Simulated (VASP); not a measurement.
Here is a VASP 6.6.1 calculation.

POSCAR

```
TiAl3
1.0
    3.5313194737      0.0000000000      0.0000000000
    0.0000000000      3.5313194737      0.0000000000
    0.0000000000      0.0000000000      3.5313194737
Ti Al
1 3
Direct
    0.0000000000      0.0000000000      0.0000000000
    0.5000000000      0.5000000000      0.0000000000
    0.5000000000      0.0000000000      0.5000000000
    0.0000000000      0.5000000000      0.5000000000
```

Contents of INCAR.step1:

```
SYSTEM = TiAl3
PREC     = Accurate       ! precision mode
ENCUT    = 600            ! plane-wave cutoff, eV
ISMEAR   = 0              ! smearing method
SIGMA    = 0.1            ! smearing width, eV
LREAL    = .FALSE.        ! projectors in reciprocal space
LASPH    = .TRUE.         ! aspherical terms in the spheres
NELM     = 80             ! most SCF steps
GGA      = PE             ! functional
ALGO     = Normal         ! electronic algorithm
EDIFF    = 1E-4           ! SCF threshold, eV
LWAVE    = .TRUE.         ! write WAVECAR
LCHARG   = .FALSE.        ! write CHGCAR
```

The input INCAR.step2:

```
SYSTEM = TiAl3
PREC     = Accurate       ! precision mode
ENCUT    = 600            ! plane-wave cutoff, eV
EDIFF    = 1E-6           ! SCF threshold, eV
ISMEAR   = 0              ! smearing method
SIGMA    = 0.1            ! smearing width, eV
LREAL    = .FALSE.        ! projectors in reciprocal space
LASPH    = .TRUE.         ! aspherical terms in the spheres
NELM     = 80             ! most SCF steps
ALGO     = Normal         ! electronic algorithm
ISIF     = 3              ! what is computed and relaxed
LWAVE    = .FALSE.        ! write WAVECAR
LCHARG   = .FALSE.        ! write CHGCAR
METAGGA  = R2SCAN         ! meta-GGA
LMIXTAU  = .TRUE.       
IBRION   = 2              ! ionic algorithm
NSW      = 70             ! ionic steps
EDIFFG   = -0.008         ! ionic threshold
PSTRESS  = 900.0        
ISTART   = 1
```

File KPOINTS:

```
regular mesh
0
G
  12 12 12
  0 0 0
```

Potentials or basis: VASP PAW PBE potentials, release 64 (Ti_sv, Al).

The run is started by

```bash
$ cat potpaw_PBE.64/Ti_sv/POTCAR potpaw_PBE.64/Al/POTCAR > POTCAR
$ cp INCAR.step1 INCAR
$ mpirun -np 1 vasp_std > vasp.out
$ cp INCAR.step2 INCAR
$ mpirun -np 1 vasp_std > vasp.out
```

(1) Predict the relaxed cell.

(2) Estimate the relaxed volume.

(3) What does it give for the space group after relaxing (to 0.05 Å)?

Results:

(1) a = 3.489 Å, b = 3.489 Å, c = 3.489 Å, α = 90.00°, β = 90.00°, γ = 90.00°.

(2) 10.62 Å³/atom.

(3) Pm-3m (No. 221).

Caveat: the cell is relaxed towards a set pressure, so the enthalpy falls and the energy may rise; the PAW data sets were made with another functional, which shifts forces and pressure a little.
